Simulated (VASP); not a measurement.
Set up this calculation in VASP 6.6.1, as the native input.

```
Task                   : single point
Functional             : PBE
Dispersion             : D3(BJ)
Potentials or basis    : VASP PAW PBE potentials, release 64 (Br, K_sv)
Cutoff                 : 500 eV
k mesh                 : 7 × 7 × 7
Occupations            : fermi-dirac, width 0.05 eV
Spin                   : no spin polarisation
Dipole correction      : no
Further INCAR settings : ALGO = Normal; EDIFF = 1e-06; NBANDS = 15
```

The structure of KBr lies in POSCAR:

```
KBr
1.0
    0.0000000000      3.2823033758      3.2823033758
    3.2823033758      0.0000000000      3.2823033758
    3.2823033758      3.2823033758      0.0000000000
Br K
1 1
Direct
    0.5000000000      0.5000000000      0.5000000000
    0.0000000000      0.0000000000      0.0000000000
```

These files were run (other wordings do the same):

INCAR

```
SYSTEM = KBr
PREC = Accurate
ENCUT = 500
EDIFF = 1E-6
ISMEAR = -1
SIGMA = 0.05
LREAL = .False.
LASPH = .True.
NELM = 120
ALGO = Normal
ISIF = 2
LWAVE = .False.
LCHARG = .False.
GGA = PE
IVDW = 12
NBANDS = 15
GGA_COMPAT = .False.
```

KPOINTS

```
Automatic mesh
0
Gamma
  7 7 7
  0 0 0
```

Potentials or basis: VASP PAW PBE potentials, release 64 (Br, K_sv).

Command:

```sh
$ cat potpaw_PBE.64/Br/POTCAR potpaw_PBE.64/K_sv/POTCAR > POTCAR
$ mpirun -np 1 vasp_std > vasp.out
```

Results of the run:

* Pressure: 0.0 GPa
* Band gap on the k mesh: 4.48 eV
* Dispersion energy per atom: -0.210 eV

It took 17 s on 1 thread of Intel(R) Xeon(R) Platinum 8259CL CPU @ 2.50GHz (Skylake/Cascade Lake) (shared host), peak memory 0.21 GiB.
